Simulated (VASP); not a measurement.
Wanted: the native input for a VASP 6.6.1 run.

- Task: single point
- Functional: PBE
- Dispersion: D3(BJ)
- Potentials or basis: VASP PAW PBE potentials, release 64 (Hg)
- Cutoff: 520 eV
- k mesh: 16 × 16 × 16
- Occupations: gaussian, width 0.1 eV
- Spin: no spin polarisation
- Dipole correction: no
- Further INCAR settings: ALGO = Normal; EDIFF = 1e-06; NBANDS = 12

The structure of Hg lies in POSCAR:

```
Hg
1.0
   -1.8082932523      1.8082932523      1.9484365742
    1.8082932523     -1.8082932523      1.9484365742
    1.8082932523      1.8082932523     -1.9484365742
Hg
1
Direct
    0.5000000000      0.5000000000      0.0000000000
```

One way to write it, as run:

INCAR

```
SYSTEM = Hg
ALGO = Normal
EDIFF = 1E-6
ENCUT = 520
GGA = PE
ISIF = 2
ISMEAR = 0
IVDW = 12
LASPH = .TRUE.
LCHARG = .FALSE.
LREAL = .FALSE.
LWAVE = .FALSE.
NBANDS = 12
NELM = 100
PREC = Accurate
SIGMA = 0.1
```

KPOINTS

```
k-points
0
G
  16 16 16
  0 0 0
```

Potentials or basis: VASP PAW PBE potentials, release 64 (Hg).

The run is started by

```console
$ cat potpaw_PBE.64/Hg/POTCAR > POTCAR
$ mpirun -np 1 vasp_std > vasp.out
```

Results of the run:

* Pressure: 0.2 GPa
* Band gap on the k mesh: zero (band 6 reaches 4.69 eV, above the bottom of band 7 at 1.02 eV)
* Dispersion energy per atom: -0.411 eV

Caveat: spin-orbit coupling is left out, which moves the levels of the heavy elements; pairwise dispersion overbinds metals, which lowers pressure and volume.

It took 17 s on 1 thread of Intel(R) Xeon(R) 6975P-C (Granite Rapids), with other jobs on the host, peak memory 0.22 GiB.
